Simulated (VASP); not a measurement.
Set up this calculation in VASP 6.6.1, as the native input.

- Task: single point
- Functional: PBEsol
- Potentials or basis: VASP PAW PBE potentials, release 64 (Zn, O)
- Cutoff: 520 eV
- k mesh: 8 × 8 × 4
- Occupations: gaussian, width 0.01 eV
- Spin: non-collinear spin, zero start, spin-orbit coupling
- Starting moments: [[0.0, 0.0, 0.0], [0.0, 0.0, 0.0], [0.0, 0.0, 0.0], [0.0, 0.0, 0.0]] μB
- Dipole correction: no
- Further INCAR settings: ALGO = Normal; EDIFF = 1e-06; NBANDS = 50

The structure of ZnO lies in POSCAR:

```
ZnO
1.0
    3.2300695972      0.0000000000      0.0000000000
   -1.6150347986      2.7973223271      0.0000000000
    0.0000000000      0.0000000000      5.2141134371
Zn O
2 2
Direct
    0.3333333333      0.6666666667      0.5000305594
    0.6666666667      0.3333333333      0.0000305594
    0.6666666667      0.3333333333      0.3789794406
    0.3333333333      0.6666666667      0.8789794406
```

These files were run (other wordings do the same):

INCAR

```
  PREC = Accurate
  ENCUT = 520
  EDIFF = 1E-6
  ISMEAR = 0
  SIGMA = 0.01
  LREAL = F
  LASPH = T
  NELM = 150
  ALGO = Normal
  ISIF = 2
  LWAVE = F
  LCHARG = F
  LNONCOLLINEAR = T
  MAGMOM = 0 0 0 0 0 0 0 0 0 0 0 0
  LORBIT = 11
  LSORBIT = T
  GGA_COMPAT = F
  LORBMOM = T
  GGA = PS
  NBANDS = 50
```

KPOINTS

```
Automatic mesh
0
Gamma
  8 8 4
```

Potentials or basis: VASP PAW PBE potentials, release 64 (Zn, O).

The run is started by

```console
$ cat potpaw_PBE.64/Zn/POTCAR potpaw_PBE.64/O/POTCAR > POTCAR
$ mpirun -np 1 vasp_ncl > vasp.out
```

It gave:

```json
{
 "Pressure": "1.0 GPa",
 "Net moment": "0.00 μB per cell",
 "Valence electrons inside the program's atomic spheres": "Zn 10.88; O 4.99"
}
```

Caveat: the PAW data sets were made with another functional, which shifts forces and pressure a little.

Run time: 100 s on 1 thread of Intel(R) Xeon(R) 6975P-C (Granite Rapids), with other jobs on the host, peak memory 0.32 GiB.
